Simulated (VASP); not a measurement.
# MoRu2 (Fm-3m) in VASP: further runs, part 2 of 2

VASP 6.6.1. Earlier steps stand in the parts before.

## (3) Single point, PBE

This run uses another cell than the first one, of 16.93 Å³/atom, 1.351 times its volume.

Contents of INCAR:

```
SYSTEM = MoRu2
PREC = Accurate ; ENCUT = 500
EDIFF = 1E-6 ; ISMEAR = 0
SIGMA = 0.1 ; LREAL = .False.
LASPH = .True. ; NELM = 120
ALGO = Normal ; ISIF = 2
LWAVE = .False. ; LCHARG = .True.
GGA = PE ; LELF = .True.
LVHAR = .True. ; NBANDS = 28
GGA_COMPAT = .False.
```

Contents of KPOINTS:

```
regular mesh
0
Gamma
  6 6 6
  0 0 0
```

Contents of POSCAR:

```
MoRu2
1.0
    0.0000000000      2.9390813656      2.9390813656
    2.9390813656      0.0000000000      2.9390813656
    2.9390813656      2.9390813656      0.0000000000
Mo Ru
1 2
Direct
    0.0000000000      0.0000000000      0.0000000000
    0.2500000000      0.2500000000      0.2500000000
    0.7500000000      0.7500000000      0.7500000000
```

Potentials or basis: VASP PAW PBE potentials, release 64 (Mo_sv, Ru_pv).

Launch:

```bash
$ cat potpaw_PBE.64/Mo_sv/POTCAR potpaw_PBE.64/Ru_pv/POTCAR > POTCAR
$ mpirun -np 1 vasp_std > vasp.out
```

OUTCAR:

```text
SYSTEM = MoRu2
   PREC = Accurate
   ENCUT = 500
   EDIFF = 1E-6
   ISMEAR = 0
   LREAL = .False.
   LASPH = .True.
   NELM = 120
   ISIF = 2
   GGA = PE

 ion  position               nearest neighbor table
   1  0.000  0.000  0.000-   3 2.55   3 2.55   3 2.55   2 2.55   3 2.55   2 2.55   2 2.55   2 2.55

   2  0.250  0.250  0.250-   1 2.55   1 2.55   1 2.55   1 2.55   3 2.94   3 2.94   3 2.94   3 2.94
                             3 2.94   3 2.94
   3  0.750  0.750  0.750-   1 2.55   1 2.55   1 2.55   1 2.55   2 2.94   2 2.94   2 2.94   2 2.94
                             2 2.94   2 2.94

  LATTYP: Found a face centered cubic cell.
 ALAT       =     5.8781627312

  Lattice vectors:

 A1 = (   0.0000000000,   2.9390813656,   2.9390813656)
 A2 = (   2.9390813656,   0.0000000000,   2.9390813656)
 A3 = (   2.9390813656,   2.9390813656,   0.0000000000)

Analysis of symmetry for initial positions (statically):
=====================================================================
 Subroutine PRICEL returns:
 Original cell was already a primitive cell.

 Routine SETGRP: Setting up the symmetry group for a
 face centered cubic supercell.

 Subroutine GETGRP returns: Found 48 space group operations
 (whereof 48 operations were pure point group operations)
 out of a pool of 48 trial point group operations.

The static configuration has the point symmetry O_h .

Analysis of symmetry for dynamics (positions and initial velocities):
=====================================================================
 Subroutine PRICEL returns:
 Original cell was already a primitive cell.

 Routine SETGRP: Setting up the symmetry group for a
 face centered cubic supercell.

 Subroutine GETGRP returns: Found 48 space group operations
 (whereof 48 operations were pure point group operations)
 out of a pool of 48 trial point group operations.

The dynamic configuration has the point symmetry O_h .

 Subroutine INISYM returns: Found 48 space group operations
 (whereof 48 operations are pure point group operations),
 and found     1 'primitive' translations
[... 105 lines left out ...]
   IALGO  =     38    algorithm
   IMIX   =      4    mixing-type and parameters
     AMIX     =   0.40;   BMIX     =  1.00
     AMIX_MAG =   1.60;   BMIX_MAG =  1.00
  volume/ion in A,a.u.               =      16.93       114.22
  Fermi-wavevector in a.u.,A,eV,Ry     =   1.536749  2.904035 32.131492  2.361598
  Thomas-Fermi vector in A             =   2.643354
   LORBIT       =      0    0 simple, 1 ext, 2 COOP (PROOUT), +10 PAW based schemes
   GGA     = PE    functional components
   LHFCALC =     F    Hartree Fock is set to
   AEXX    =    0.0000 exact exchange contribution
   IVDW    =     0    specifies the selected vdW correction
   LEPSILON=     F    determine dielectric tensor
   LRPA    =     F    only Hartree local field effects (RPA)
 non-spin polarized calculation
 Gauss-broadening in eV      SIGMA  =   0.10
  energy-cutoff  :      500.00
  volume of cell :       50.78
 maximum number of plane-waves:      1308
   NGX = 15   NGY = 15   NGZ = 15

 number of electron      42.0000008 magnetization

 Free energy of the ion-electron system (eV)
  ---------------------------------------------------
  ext. energy  EPLUGINS =         0.00000000
  ---------------------------------------------------
  free energy    TOTEN  =       -27.70985156 eV

  energy without entropy =      -27.69261641  energy(sigma->0) =      -27.70123399

 E-fermi :   9.7122     XC(G=0): -12.5869

 val. band max:        9.6697826045   @ k =   0.3333   0.3333   0.0000
 cond. band min:       9.7779008330   @ k =   0.5000   0.3333   0.1667
 fundamental gap:      0.1081182284
 Fermi energy:         9.7121973460

 k-point     1 :       0.0000    0.0000    0.0000
  band No.  band energies     occupation
      1     -51.3216      2.00000
      2     -32.6723      2.00000
      3     -32.6723      2.00000
      4     -32.6723      2.00000
      5     -32.5029      2.00000
      6     -32.5029      2.00000
[... 485 lines left out ...]
     27      13.1401      0.00000
     28      13.5039      0.00000

------------------------ aborting loop because EDIFF is reached ----------------------------------------

  FORCE on cell =-STRESS in cart. coord.  units (eV):
  Direction    XX          YY          ZZ          XY          YZ          ZX
  --------------------------------------------------------------------------------------
  -------------------------------------------------------------------------------------
  Total        0.1224821      0.1224821      0.1224821      0.0000000     -0.0000000      0.0000000
  in kB        3.8647230      3.8647230      3.8647230      0.0000000     -0.0000000      0.0000000
  external PRESSURE =       3.8647230 kB  Pullay stress =       0.0000000 kB

 VOLUME and BASIS-vectors are now :
 -----------------------------------------------------------------------------
  energy-cutoff  :      500.00
  volume of cell :       50.78
      direct lattice vectors                 reciprocal lattice vectors
     0.000000000  2.939081366  2.939081366    -0.170121183  0.170121183  0.170121183
     2.939081366  0.000000000  2.939081366     0.170121183 -0.170121183  0.170121183
     2.939081366  2.939081366  0.000000000     0.170121183  0.170121183 -0.170121183

 POSITION                                       TOTAL-FORCE (eV/Angst)
 -----------------------------------------------------------------------------------
      0.00000      0.00000      0.00000         0.000000      0.000000     -0.000000
      1.46954      1.46954      1.46954         0.000000      0.000000     -0.000000
      4.40862      4.40862      4.40862        -0.000000     -0.000000      0.000000
 -----------------------------------------------------------------------------------
    total drift:                                0.000000     -0.000000      0.000000

  FREE ENERGIE OF THE ION-ELECTRON SYSTEM (eV)
  ---------------------------------------------------
  free  energy   TOTEN  =       -27.7098515650 eV

  energy  without entropy=      -27.6926164095  energy(sigma->0) =      -27.70123399
```

OSZICAR:

```text
N       E                     dE             d eps       ncg     rms          rms(c)
DAV:   1     0.454842304736E+03    0.45484E+03   -0.24383E+04   896   0.154E+03
DAV:   2    -0.166171151088E+02   -0.47146E+03   -0.46008E+03   972   0.480E+02
DAV:   3    -0.288373930256E+02   -0.12220E+02   -0.11944E+02   992   0.817E+01
DAV:   4    -0.289667572105E+02   -0.12936E+00   -0.12923E+00  1072   0.807E+00
DAV:   5    -0.289692719441E+02   -0.25147E-02   -0.25146E-02  1016   0.102E+00    0.198E+01
DAV:   6    -0.278206988707E+02    0.11486E+01   -0.31293E+00   940   0.134E+01    0.575E+00
DAV:   7    -0.278415042257E+02   -0.20805E-01   -0.98339E-01   976   0.657E+00    0.357E+00
DAV:   8    -0.277169268668E+02    0.12458E+00   -0.44285E-01   936   0.401E+00    0.132E+00
DAV:   9    -0.277098244919E+02    0.71024E-02   -0.18384E-02   960   0.995E-01    0.393E-01
DAV:  10    -0.277098241155E+02    0.37632E-06   -0.61766E-04  1020   0.185E-01    0.216E-01
DAV:  11    -0.277098529779E+02   -0.28862E-04   -0.59047E-05   980   0.613E-02    0.248E-02
DAV:  12    -0.277098510996E+02    0.18783E-05   -0.14671E-05   976   0.271E-02    0.351E-03
DAV:  13    -0.277098515650E+02   -0.46535E-06   -0.79851E-07   660   0.562E-03
   1 F= -.27709852E+02 E0= -.27701234E+02  d E =-.172352E-01
```

stdout:

```text
POSCAR found type information on POSCAR MoRu
 POSCAR found :  2 types and       3 ions
 scaLAPACK will be used
 LDA part: xc-table for (Slater+PW92), standard interpolation
 POSCAR, INCAR and KPOINTS ok, starting setup
 FFT: planning ... GRIDC
 FFT: planning ... GRID_SOFT
 FFT: planning ... GRID
 WAVECAR not read
 entering main loop
```

Wall time 20 s (1 thread of Intel Xeon Platinum 8488C (Sapphire Rapids), shared host); peak memory 0.17 GiB.

What came out:

| Quantity | Value |
| --- | --- |
| Free energy | -27.7099 eV |
| Pressure | 0.4 GPa |
| Band gap on the k mesh | zero (band 21 reaches 11.14 eV, above the bottom of band 22 at 9.30 eV) |

## (4) Relaxation of cell and atoms, PBE

Contents of INCAR:

```
ALGO     = Normal         # electronic algorithm
EDIFF    = 1E-7           # SCF threshold, eV
EDIFFG   = -0.04          # ionic threshold
ENCUT    = 500            # plane-wave cutoff, eV
GGA      = PE             # functional
GGA_COMPAT= False        
IBRION   = 2              # ionic algorithm
ISIF     = 3              # what is computed and relaxed
ISMEAR   = 0              # smearing method
LASPH    = True           # aspherical terms in the spheres
LCHARG   = False          # write CHGCAR
LREAL    = False          # projectors in reciprocal space
LWAVE    = False          # write WAVECAR
NELM     = 120            # most SCF steps
NELMIN   = 4            
NSW      = 90             # ionic steps
PREC     = Accurate       # precision mode
SIGMA    = 0.1            # smearing width, eV
```

Contents of KPOINTS:

```
k-points
0
Gamma
  6 6 6
```

Contents of POSCAR:

```
MoRu2
1.0
    0.0000000000      2.6586378600      2.6586378600
    2.6586378600      0.0000000000      2.6586378600
    2.6586378600      2.6586378600      0.0000000000
Mo Ru
1 2
Direct
    0.0000000000      0.0000000000      0.0000000000
    0.2500000000      0.2500000000      0.2500000000
    0.7500000000      0.7500000000      0.7500000000
```

Launch:

```bash
$ cat potpaw_PBE.64/Mo_sv/POTCAR potpaw_PBE.64/Ru_pv/POTCAR > POTCAR
$ mpirun -np 1 vasp_std > vasp.out
```

Wall time 86 s (1 thread of Intel Xeon Platinum 8488C (Sapphire Rapids), shared host); peak memory 0.16 GiB.

The run converged. Its results:

```yaml
Free_energy: -27.6839 eV
Relaxed_volume: 16.91 Å³/atom
Relaxed_cell: a = 4.156 Å, b = 4.156 Å, c = 4.156 Å, α = 60.00°, β = 60.00°, γ = 60.00°
Space_group_after_relaxing_to_0.05_Å: Fm-3m (No. 225)
Energy_gained_by_relaxing: 1351.2 meV/atom
Ionic_steps: 6
Pressure_after_relaxing: -0.1 GPa
Band_gap_on_the_k_mesh: zero (band 21 reaches 11.16 eV, above the bottom of band 22 at 9.31 eV)
```

The path:
| step | energy change (eV) | largest force (eV/Å) | pressure (GPa) | volume (Å³) |
| --- | --- | --- | --- | --- |
| 1 | 0.0000 | 0.0000 | 129.02 | 37.58 |
| 2 | 9.1170 | 0.0000 | -30.63 | 123.51 |
| 3 | -3.4127 | 0.0000 | -22.93 | 58.55 |
| 4 | -3.9596 | 0.0000 | -10.39 | 53.47 |
| 5 | -4.0522 | 0.0000 | 1.37 | 50.41 |
| 6 | -4.0535 | 0.0000 | -0.11 | 50.74 |

Final structure:
```cif
data_structure
_symmetry_space_group_name_H-M 'P 1'
_symmetry_Int_Tables_number 1
_cell_length_a 4.1555
_cell_length_b 4.1555
_cell_length_c 4.1555
_cell_angle_alpha 60.000
_cell_angle_beta 60.000
_cell_angle_gamma 60.000
_cell_volume 50.74
loop_
_atom_site_label
_atom_site_type_symbol
_atom_site_fract_x
_atom_site_fract_y
_atom_site_fract_z
_atom_site_occupancy
Mo1 Mo 0.00000 0.00000 0.00000 1
Ru1 Ru 0.25000 0.25000 0.25000 1
Ru2 Ru 0.75000 0.75000 0.75000 1
```

Levels at points of the mesh, in eV from the Fermi level:
```csv
k point,band 18,band 19,band 20,band 21,band 22,band 23,band 24,band 25
"(0.00, 0.00, 0.00)",-2.28,-2.28,1.43,1.43,1.43,1.45,1.45,2.31
"(0.50, 0.00, 0.00)",-1.84,-1.84,-1.12,-1.12,-0.16,1.70,1.70,2.67
"(0.50, 0.50, 0.00)",-1.09,-1.09,-0.28,0.20,1.34,1.36,3.02,3.02
```

Caveat: the volume moved by over 15 % at a fixed basis, so the end points are rough.

## (5) Single point, PBE

This run uses another cell than the first one, of 16.96 Å³/atom, 1.354 times its volume.

Contents of INCAR:

```
SYSTEM = MoRu2
ALGO     = Normal         ! electronic algorithm
EDIFF    = 1E-6           ! SCF threshold, eV
ENCUT    = 500            ! plane-wave cutoff, eV
GGA      = PE             ! functional
GGA_COMPAT= .FALSE.      
ISIF     = 2              ! what is computed and relaxed
ISMEAR   = 0              ! smearing method
LASPH    = .TRUE.         ! aspherical terms in the spheres
LCHARG   = .FALSE.        ! write CHGCAR
LREAL    = .FALSE.        ! projectors in reciprocal space
LWAVE    = .FALSE.        ! write WAVECAR
NBANDS   = 28             ! bands
NELM     = 120            ! most SCF steps
PREC     = Accurate       ! precision mode
SIGMA    = 0.1            ! smearing width, eV
```

Contents of KPOINTS:

```
k-points
0
G
  14 14 14
  0 0 0
```

Contents of POSCAR:

```
MoRu2
1.0
    0.0000000000      2.9409276132      2.9409276132
    2.9409276132      0.0000000000      2.9409276132
    2.9409276132      2.9409276132      0.0000000000
Mo Ru
1 2
Direct
    0.0000000000      0.0000000000      0.0000000000
    0.2500000000      0.2500000000      0.2500000000
    0.7500000000      0.7500000000      0.7500000000
```

Launch:

```bash
$ cat potpaw_PBE.64/Mo_sv/POTCAR potpaw_PBE.64/Ru_pv/POTCAR > POTCAR
$ mpirun -np 1 vasp_std > vasp.out
```

It took 1.9 min on 1 thread of Intel Xeon Platinum 8488C (Sapphire Rapids), shared host; peak memory 0.25 GiB.

Results (log left out):

```
Free energy            : -27.7263 eV
Pressure               : 0.3 GPa
Band gap on the k mesh : zero (band 21 reaches 11.10 eV, above the bottom of band 22 at 9.29 eV)
```

Levels at points of the mesh, in eV from the Fermi level:
```csv
k point,band 18,band 19,band 20,band 21,band 22,band 23,band 24,band 25
"(0.00, 0.00, 0.00)",-2.28,-2.28,1.41,1.41,1.41,1.42,1.42,2.28
"(0.50, 0.00, 0.00)",-1.85,-1.85,-1.14,-1.14,-0.18,1.68,1.68,2.65
"(0.50, 0.50, 0.00)",-1.10,-1.10,-0.29,0.18,1.32,1.33,2.99,2.99
```

## (6) Overview

```csv
task,cell,k mesh,gap on the mesh (eV),pressure (GPa)
single point,"a = 3.760 Å, angles 60.0°, 3 atoms",6 × 6 × 6,none,129.0
single point,"a = 4.156 Å, angles 60.0°, 3 atoms",6 × 6 × 6,none,0.4
relaxation of cell and atoms,"relaxed from a = 3.760 Å, angles 60.0°, 3 atoms",6 × 6 × 6,none,-0.1
single point,"a = 4.159 Å, angles 60.0°, 3 atoms",14 × 14 × 14,none,0.3
```

Alike in all rows: level PBE; potentials or basis VASP PAW PBE potentials, release 64 (Mo_sv, Ru_pv); no spin polarisation; cutoff (eV) 500; smearing gaussian 0.1 eV.

Caveats: the volume moved by over 15 % at a fixed basis, so the end points are rough (some runs).

Total energies depend on the potentials used, so only differences within one code and one set of settings carry meaning.
